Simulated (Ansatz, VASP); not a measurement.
# Li2W: VASP beside Ansatz

```
Li W
1.0
     2.99081    0.00000    0.00000
    -1.49540    2.59011    0.00000
     0.00000    0.00000    6.22236
Li W
2 1
Cartesian
  1.4954 0.8634 5.0336
  1.4954 0.8634 1.1887
  0.0000 1.7267 3.1112
```

Alike in both runs: task single point; functional PBE; k mesh 6 × 6 × 4; occupations gaussian, width 0.1 eV; no spin polarisation.

|  | VASP | Ansatz |
| --- | --- | --- |
| version | VASP 6.6.1 | Ansatz 0.2.0 |
| potentials or method | VASP PAW PBE potentials, release 64 (Li_sv, W_sv), cutoff 520 eV | scalar-relativistic, plane waves, PAW |
| valence electrons in the cell | 20 | 20 |

Ansatz gave:

```
gap on the k mesh at the Fermi level (eV) : none
rms of the force components (eV/Å)        : 0.404
```

**Question.** What did VASP give for the same quantities?

**Answer.** gap on the k mesh at the Fermi level (eV): none; rms of the force components (eV/Å): 0.409.

Atom by atom the forces differ by 0.005 eV/Å (rms over components). A gap of «none» marks a metal or a gap that the smearing closes.

The k mesh is coarse, so the values compare programs but aren't converged. Neither program's run includes spin-orbit coupling. Noted on VASP's run: the cutoff is short for stress, so the pressure is rough.
